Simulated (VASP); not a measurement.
# MgS (P6_3mc) in VASP: a series of runs

Runs on MgS. Level: PBEsol. Tasks: single point.

All numbers are computed with VASP 6.6.1; they aren't measurements. Logs are shortened: lines on timing, memory, paths and dates and some standing lists are left out, and cuts for length are marked.

## 1. The cell of the first run

It takes space group P6_3mc (No. 186, hexagonal). Conventional cell: a = 4.150 Å, b = 4.150 Å, c = 6.160 Å, α = 90.00°, β = 90.00°, γ = 120.00°. Within 3.3 Å of Mg (site symmetry 3m) lie 4 S at 2.46 to 2.47 Å. Within 3.3 Å of S (site symmetry 3m) lie 4 Mg at 2.46 to 2.47 Å.

## 2. Single point, PBEsol (biaxial strain in the a-b plane: +3.0 %, then relaxed in part)

INCAR

```
PREC = Accurate
ENCUT = 520
EDIFF = 1E-6
ISMEAR = 0
SIGMA = 0.02
LREAL = F
LASPH = T
NELM = 100
ALGO = Normal
ISIF = 2
LWAVE = F
LCHARG = F
GGA = PS
NBANDS = 16
```

KPOINTS

```
regular mesh
0
Gamma
  6 6 4
```

POSCAR

```
MgS
1.0
    4.1496544191      0.0000000000      0.0000000000
   -2.0748272096      3.5937061439      0.0000000000
    0.0000000000      0.0000000000      6.1603077273
Mg S
2 2
Direct
    0.6666666667      0.3333333333      0.4874377481
    0.3333333333      0.6666666667      0.9874377481
    0.3333333333      0.6666666667      0.3875612519
    0.6666666667      0.3333333333      0.8875612519
```

Potentials or basis: VASP PAW PBE potentials, release 64 (Mg, S).

Started as:

```console
$ cat potpaw_PBE.64/Mg/POTCAR potpaw_PBE.64/S/POTCAR > POTCAR
$ mpirun -np 1 vasp_std > vasp.out
```

OUTCAR:

```text
PREC = Accurate
   ENCUT = 520
   EDIFF = 1E-6
   ISMEAR = 0
   LREAL = F
   LASPH = T
   NELM = 100
   ISIF = 2
   GGA = PS

 ion  position               nearest neighbor table
   1  0.667  0.333  0.487-   4 2.46   3 2.47   3 2.47   3 2.47
   2  0.333  0.667  0.987-   3 2.46   4 2.47   4 2.47   4 2.47
   3  0.333  0.667  0.388-   2 2.46   1 2.47   1 2.47   1 2.47
   4  0.667  0.333  0.888-   1 2.46   2 2.47   2 2.47   2 2.47

  LATTYP: Found a hexagonal cell.
 ALAT       =     4.1496544191
 C/A-ratio  =     1.4845351215

  Lattice vectors:

 A1 = (   4.1496544191,   0.0000000000,   0.0000000000)
 A2 = (  -2.0748272096,   3.5937061439,   0.0000000000)
 A3 = (   0.0000000000,   0.0000000000,   6.1603077273)

Analysis of symmetry for initial positions (statically):
=====================================================================
 Subroutine PRICEL returns:
 Original cell was already a primitive cell.

 Routine SETGRP: Setting up the symmetry group for a
 hexagonal supercell.

 Subroutine GETGRP returns: Found 12 space group operations
 (whereof  6 operations were pure point group operations)
 out of a pool of 24 trial point group operations.

The static configuration has the point symmetry C_3v.
 The point group associated with its full space group is C_6v.

Analysis of symmetry for dynamics (positions and initial velocities):
=====================================================================
 Subroutine PRICEL returns:
 Original cell was already a primitive cell.

 Routine SETGRP: Setting up the symmetry group for a
 hexagonal supercell.

 Subroutine GETGRP returns: Found 12 space group operations
 (whereof  6 operations were pure point group operations)
 out of a pool of 24 trial point group operations.

The dynamic configuration has the point symmetry C_3v.
 The point group associated with its full space group is C_6v.

 Subroutine INISYM returns: Found 12 space group operations
 (whereof  6 operations are pure point group operations),
 and found     1 'primitive' translations

----------------------------------------------------------------------------------------

[... 89 lines left out ...]
   LASPH  =      T    aspherical Exc in radial PAW
   ENCUT  =  520.0 eV  38.22 Ry    6.18 a.u.   7.72  7.72 11.45*2*pi/ulx,y,z
   NELM   =    100;   NELMIN=  2; NELMDL= -5     # of ELM steps
   EDIFF  = 0.1E-05   stopping-criterion for ELM
   LREAL  =      F    real-space projection
   EDIFFG = 0.1E-04   stopping-criterion for IOM
   NSW    =      0    number of steps for IOM
   IBRION =     -1    ionic relax: 0-MD 1-quasi-New 2-CG
   NFREE  =      0    steps in history (QN), initial steepest desc. (CG)
   ISIF   =      2    stress and relaxation
   ISYM   =      2    0-nonsym 1-usesym 2-fastsym
   POTIM  = 0.5000    time-step for ionic-motion
   TEBEG  =    0.0;   TEEND  =   0.0 temperature during run
   PSTRESS=    0.0 pullay stress
   NELECT =      16.0000    total number of electrons
   NUPDOWN=      -1.0000    fix difference up-down
   EMIN   =  10.00;   EMAX   =-10.00  energy-range for DOS
   EFERMI =   0.00;   METHOD = LEGACY
   ISMEAR =     0;   SIGMA  =   0.02  broadening in eV -4-tet -1-fermi 0-gaus
   EFERMI_NEDOS =   21; number of points for ismear=-14 and -15
   IALGO  =     38    algorithm
   IMIX   =      4    mixing-type and parameters
     AMIX     =   0.40;   BMIX     =  1.00
     AMIX_MAG =   1.60;   BMIX_MAG =  1.00
  volume/ion in A,a.u.               =      22.97       154.99
  Fermi-wavevector in a.u.,A,eV,Ry     =   0.914245  1.727672 11.372343  0.835844
  Thomas-Fermi vector in A             =   2.038849
   LORBIT       =      0    0 simple, 1 ext, 2 COOP (PROOUT), +10 PAW based schemes
   GGA     = PS    functional components
   LHFCALC =     F    Hartree Fock is set to
   AEXX    =    0.0000 exact exchange contribution
   IVDW    =     0    specifies the selected vdW correction
   LEPSILON=     F    determine dielectric tensor
   LRPA    =     F    only Hartree local field effects (RPA)
 non-spin polarized calculation
 Gauss-broadening in eV      SIGMA  =   0.02
  energy-cutoff  :      520.00
  volume of cell :       91.87
 maximum number of plane-waves:      2501
 NGX is ok and might be reduce to    32
   NGX = 15   NGY = 15   NGZ = 23

 number of electron      16.0000001 magnetization

 Free energy of the ion-electron system (eV)
  ---------------------------------------------------
  ext. energy  EPLUGINS =         0.00000000
  ---------------------------------------------------
  free energy    TOTEN  =       -17.83166951 eV

  energy without entropy =      -17.83166951  energy(sigma->0) =      -17.83166951

 E-fermi :   1.4454     XC(G=0):  -8.5200

 val. band max:        1.3179717005   @ k =   0.0000   0.0000   0.0000
 cond. band min:       4.2516903539   @ k =   0.0000   0.0000   0.0000
 fundamental gap:      2.9337186534
 Fermi energy:         1.4454141060

 k-point     1 :       0.0000    0.0000    0.0000
  band No.  band energies     occupation
      1     -10.3022      2.00000
      2      -9.4518      2.00000
      3      -2.0553      2.00000
      4       0.2736      2.00000
      5       0.2736      2.00000
      6       0.8284      2.00000
[... 376 lines left out ...]
      3      -1.8373      2.00000
      4      -1.8373      2.00000
      5      -0.9236      2.00000
      6      -0.9236      2.00000
[... 8 lines left out ...]
     15      10.2269      0.00000
     16      10.2269      0.00000

------------------------ aborting loop because EDIFF is reached ----------------------------------------

  FORCE on cell =-STRESS in cart. coord.  units (eV):
  Direction    XX          YY          ZZ          XY          YZ          ZX
  --------------------------------------------------------------------------------------
  -------------------------------------------------------------------------------------
  Total       -1.3064552     -1.3064552     -0.0464097      0.0000000      0.0000000      0.0000000
  in kB      -22.7849559    -22.7849559     -0.8093985      0.0000000      0.0000000      0.0000000
  external PRESSURE =     -15.4597701 kB  Pullay stress =       0.0000000 kB

 VOLUME and BASIS-vectors are now :
 -----------------------------------------------------------------------------
  energy-cutoff  :      520.00
  volume of cell :       91.87
      direct lattice vectors                 reciprocal lattice vectors
     4.149654419  0.000000000  0.000000000     0.240983923  0.139132133  0.000000000
    -2.074827210  3.593706144  0.000000000     0.000000000  0.278264265  0.000000000
     0.000000000  0.000000000  6.160307727     0.000000000  0.000000000  0.162329553

 POSITION                                       TOTAL-FORCE (eV/Angst)
 -----------------------------------------------------------------------------------
      2.07483      1.19790      3.00277         0.000000      0.000000     -0.000858
     -0.00000      2.39580      6.08292        -0.000000     -0.000000     -0.000858
     -0.00000      2.39580      2.38750         0.000000      0.000000      0.000858
      2.07483      1.19790      5.46765        -0.000000     -0.000000      0.000858
 -----------------------------------------------------------------------------------
    total drift:                               -0.000000      0.000000      0.000104

  FREE ENERGIE OF THE ION-ELECTRON SYSTEM (eV)
  ---------------------------------------------------
  free  energy   TOTEN  =       -17.8316695106 eV

  energy  without entropy=      -17.8316695106  energy(sigma->0) =      -17.83166951
```

stdout:

```text
POSCAR found type information on POSCAR MgS
 POSCAR found :  2 types and       4 ions
 scaLAPACK will be used
 -----------------------------------------------------------------------------
|                                                                             |
|                                                                             |
|     You enforced a specific xc type in the INCAR file but a different       |
|     I HOPE YOU KNOW WHAT YOU ARE DOING!                                     |
|                                                                             |
 -----------------------------------------------------------------------------

 LDA part: xc-table for (Slater+PW92), standard interpolation
 POSCAR, INCAR and KPOINTS ok, starting setup
 FFT: planning ... GRIDC
 FFT: planning ... GRID_SOFT
 FFT: planning ... GRID
 WAVECAR not read
 entering main loop
```

Run time: 16 s. Hardware: 1 thread of Intel Xeon 6975P-C (Granite Rapids), shared host; peak memory 0.22 GiB.

Results:

| Quantity | Value |
| --- | --- |
| Free energy | -17.8317 eV |
| Pressure | -1.5 GPa |
| Band gap on the k mesh | 2.93 eV, direct |

Stress tensor (GPa, compression positive):
```
-2.28  0.00  0.00
 0.00 -2.28  0.00
 0.00  0.00 -0.08
```

Levels at points of the mesh, in eV from the valence-band top:
```
           k point  band 4  band 5  band 6  band 7  band 8  band 9  band 10  band 11  band 12  band 13
(0.00, 0.00, 0.00)   -1.04   -1.04   -0.49   -0.49    0.00    2.93     3.91     6.80     6.80     7.98
(0.50, 0.00, 0.00)   -2.57   -2.11   -1.69   -1.12   -0.71    4.11     4.96     5.56     7.01     7.84
(0.00, 0.00, 0.50)   -2.02   -0.78   -0.78   -0.78   -0.78    4.37     4.37     6.93     6.93     6.93
(0.50, 0.00, 0.50)   -3.41   -1.25   -1.25   -0.87   -0.87    4.32     4.32     6.04     6.04     8.88
```

Caveat: the cell differs from its parent crystal (biaxial strain in the a-b plane: +3.0 %, then relaxed in part); the PAW data sets were made with another functional, which shifts forces and pressure a little.

## 3. Single point, PBEsol

INCAR

```
SYSTEM = MgS
PREC = Accurate
ENCUT = 520
EDIFF = 1E-7
ISMEAR = 0
SIGMA = 0.02
LREAL = .FALSE.
LASPH = .TRUE.
NELM = 100
ALGO = Normal
ISIF = 2
LWAVE = .FALSE.
LCHARG = .FALSE.
GGA = PS
NBANDS = 16
```

KPOINTS

```
Automatic mesh
0
G
  6 6 4
  0 0 0
```

POSCAR is that of step 2.

Potentials or basis: VASP PAW PBE potentials, release 64 (Mg, S).

Started as:

```console
$ cat potpaw_PBE.64/Mg/POTCAR potpaw_PBE.64/S/POTCAR > POTCAR
$ mpirun -np 1 vasp_std > vasp.out
```

It took 57 s on 1 thread of Intel Xeon 8259CL, shared host; peak memory 0.22 GiB.

It converged, with:

```yaml
Free_energy: -17.8317 eV
Pressure: -1.5 GPa
Band_gap_on_the_k_mesh: 2.93 eV, direct
```

Stress tensor (GPa, compression positive):
```
-2.28  0.00  0.00
 0.00 -2.28  0.00
 0.00  0.00 -0.08
```

Levels at points of the mesh, in eV from the valence-band top:
| k point | band 4 | band 5 | band 6 | band 7 | band 8 | band 9 | band 10 | band 11 | band 12 | band 13 |
| --- | --- | --- | --- | --- | --- | --- | --- | --- | --- | --- |
| (0.00, 0.00, 0.00) | -1.04 | -1.04 | -0.49 | -0.49 | 0.00 | 2.93 | 3.91 | 6.80 | 6.80 | 7.98 |
| (0.50, 0.00, 0.00) | -2.57 | -2.11 | -1.69 | -1.12 | -0.71 | 4.11 | 4.96 | 5.56 | 7.01 | 7.84 |
| (0.00, 0.00, 0.50) | -2.02 | -0.78 | -0.78 | -0.78 | -0.78 | 4.37 | 4.37 | 6.93 | 6.93 | 6.93 |
| (0.50, 0.00, 0.50) | -3.41 | -1.25 | -1.25 | -0.87 | -0.87 | 4.32 | 4.32 | 6.04 | 6.04 | 8.88 |

Caveat: the PAW data sets were made with another functional, which shifts forces and pressure a little.

## 4. Single point, PBEsol (biaxial strain in the a-b plane: +4.5 %, then relaxed in part)

INCAR

```
PREC = Accurate
ENCUT = 520
EDIFF = 1E-6
ISMEAR = 0
SIGMA = 0.02
LREAL = False
LASPH = True
NELM = 60
ALGO = Normal
ISIF = 2
LWAVE = False
LCHARG = False
GGA = PS
NBANDS = 16
```

KPOINTS

```
Automatic mesh
0
Gamma
  6 6 4
```

POSCAR

```
MgS
1.0
    4.2100862796      0.0000000000      0.0000000000
   -2.1050431398      3.6460416703      0.0000000000
    0.0000000000      0.0000000000      5.9017776010
Mg S
2 2
Direct
    0.6666666667      0.3333333333      0.4774380736
    0.3333333333      0.6666666667      0.9774380736
    0.3333333333      0.6666666667      0.3975609264
    0.6666666667      0.3333333333      0.8975609264
```

Started as:

```console
$ cat potpaw_PBE.64/Mg/POTCAR potpaw_PBE.64/S/POTCAR > POTCAR
$ mpirun -np 1 vasp_std > vasp.out
```

It took 51 s on 1 thread of Intel Xeon 8259CL, shared host; peak memory 0.22 GiB.

The run converged. Its results:

* Free energy: -17.7920 eV
* Pressure: -1.6 GPa
* Band gap on the k mesh: 2.75 eV, direct

Stress tensor (GPa, compression positive):
```
-2.37  0.00  0.00
 0.00 -2.37  0.00
 0.00  0.00 -0.09
```

Levels at points of the mesh, in eV from the valence-band top:
| k point | band 6 | band 7 | band 8 | band 9 | band 10 | band 11 |
| --- | --- | --- | --- | --- | --- | --- |
| (0.00, 0.00, 0.00) | -0.72 | -0.72 | 0.00 | 2.75 | 3.47 | 6.40 |
| (0.50, 0.00, 0.00) | -2.05 | -1.29 | -0.87 | 3.73 | 4.87 | 5.60 |
| (0.00, 0.00, 0.50) | -1.09 | -1.09 | -1.09 | 4.21 | 4.21 | 6.50 |
| (0.50, 0.00, 0.50) | -1.54 | -0.91 | -0.91 | 4.21 | 4.21 | 5.97 |

Caveat: the cell differs from its parent crystal (biaxial strain in the a-b plane: +4.5 %, then relaxed in part); the PAW data sets were made with another functional, which shifts forces and pressure a little.
